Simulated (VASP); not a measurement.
ZnO (zincite), 4 atoms in the cell. It takes space group P6_3mc (No. 186, hexagonal). Conventional cell: a = 3.334 Å, b = 3.334 Å, c = 5.341 Å, α = 90.00°, β = 90.00°, γ = 120.00°. Zn (site symmetry 3m) has 4 O at 2.02 to 2.03 Å within 2.7 Å. O (site symmetry 3m) has 4 Zn at 2.02 to 2.03 Å within 2.7 Å. 

| Property | Result |
| --- | --- |
| Program | VASP 6.6.1 |
| Task | single point |
| Functional | PBE |
| Potentials or basis | VASP PAW PBE potentials, release 64 (Zn, O) |
| Cutoff | 520 eV |
| k mesh | 7 × 7 × 4 |
| Occupations | gaussian, width 0.01 eV |
| Spin | no spin polarisation |
| Dipole correction | no |
| Further INCAR settings | ALGO = Normal; EDIFF = 1e-06; NBANDS = 26 |

Potentials or basis: VASP PAW PBE potentials, release 64 (Zn, O).

The run is started by

```bash
$ cat potpaw_PBE.64/Zn/POTCAR potpaw_PBE.64/O/POTCAR > POTCAR
$ mpirun -np 1 vasp_std > vasp.out
```

Hardware: 1 thread of Intel(R) Xeon(R) 6975P-C (Granite Rapids), on a shared host.

Q: Estimate the wall time of this run.

A: Run time: 15 s on 1 thread of Intel(R) Xeon(R) 6975P-C (Granite Rapids), with other jobs on the host, peak memory 0.18 GiB. Counts: scf iterations 15, k points 24.
